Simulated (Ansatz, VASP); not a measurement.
**Cd3Se2S: VASP beside Ansatz**

```xyz
6
Lattice="4.3156 0.0000 0.0000 -2.1578 3.7374 0.0000 0.0000 0.0000 10.5861" Properties=species:S:1:pos:R:3 pbc="T T T"
Cd    0.0000    2.4916    0.0031
Cd    2.1578    1.2458    6.9639
Cd    0.0000    0.0000    3.6249
Se    2.1578    1.2458    9.6474
Se    0.0000    2.4916    2.6802
S     0.0000    0.0000    6.1923
```

Alike in both runs: task single point; functional r2SCAN; k mesh 12 × 12 × 4; occupations gaussian, width 0.02 eV; no spin polarisation.

|  | VASP | Ansatz |
| --- | --- | --- |
| version | VASP 6.6.1 | Ansatz 0.2.0 |
| potentials or method | VASP PAW PBE potentials, release 64 (Cd, Se, S), cutoff 520 eV | scalar-relativistic, plane waves, PAW |
| valence electrons in the cell | 54 | 98 |

|  | VASP | Ansatz | Ansatz less VASP |
| --- | --- | --- | --- |
| gap on the k mesh at the Fermi level (eV) | 1.01 | 1.02 | +0.010 |
| least direct gap on the mesh (eV) | 1.01 | 1.02 | +0.010 |
| pressure (GPa) | -1.2 | -1.5 | -0.23 |
| rms of the force components (eV/Å) | 0.005 | 0.006 | +0.0004 |

VASP's potentials were made for PBE, not for r2SCAN. Atom by atom the forces differ by 0.002 eV/Å (rms over components). The functional is the same, so the differences come from potentials, cutoffs and numerics. VASP's potentials hold 54 valence electrons a cell and Ansatz's 98, so a difference there can come from the potentials and not from the codes.
